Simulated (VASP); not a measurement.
**Pt3Cl: single point with PBE**

Pt3Cl, a slab with vacuum:

```
Pt Cl
1.0
     2.80716    0.00000    0.00000
     0.00000    2.80716    0.00000
     0.00000    0.00000   19.35139
Pt Cl
3 1
Cartesian
  1.4036 1.4036 4.0000
  0.0000 0.0000 5.9264
  1.4036 1.4036 7.9014
  1.4036 2.8072 9.9109
```

| Item | Value |
| --- | --- |
| Program | VASP 6.6.1 |
| Task | single point |
| Functional | PBE |
| Potentials or basis | VASP PAW PBE potentials, release 64 (Pt, Cl) |
| Cutoff | 400 eV |
| k mesh | 9 × 9 × 1 |
| Occupations | gaussian, width 0.1 eV |
| Spin | no spin polarisation |
| Dipole correction | yes |
| Further INCAR settings | ALGO = Normal; EDIFF = 1e-06; NBANDS = 26; NELMDL = -8 |

```yaml
Largest_force: 0.124 eV/Å
Band_gap_on_the_k_mesh: zero (an odd number of electrons rules out a gap without spin polarisation)
```

Forces on the atoms (eV/Å):
```
Pt   0.000  0.000 -0.105
Pt   0.000  0.000  0.124
Pt   0.000  0.000  0.005
Cl   0.000  0.000 -0.024
```

Levels at points of the mesh, in eV from the Fermi level:
```
           k point  band 15  band 16  band 17  band 18  band 19  band 20  band 21  band 22  band 23  band 24
(0.00, 0.00, 0.00)    -1.41    -0.69    -0.61    -0.58     0.02     0.23     0.41     0.94     4.41     5.25
```

Run time: 71 s on 1 thread of AMD EPYC 9R45 96-Core Processor (Zen 5), on a shared host, peak memory 0.19 GiB.

Caveat: spin-orbit coupling is left out, which moves the levels of the heavy elements; an odd number of electrons without spin polarisation forces a metal; a magnetic or distorted state may lie lower.
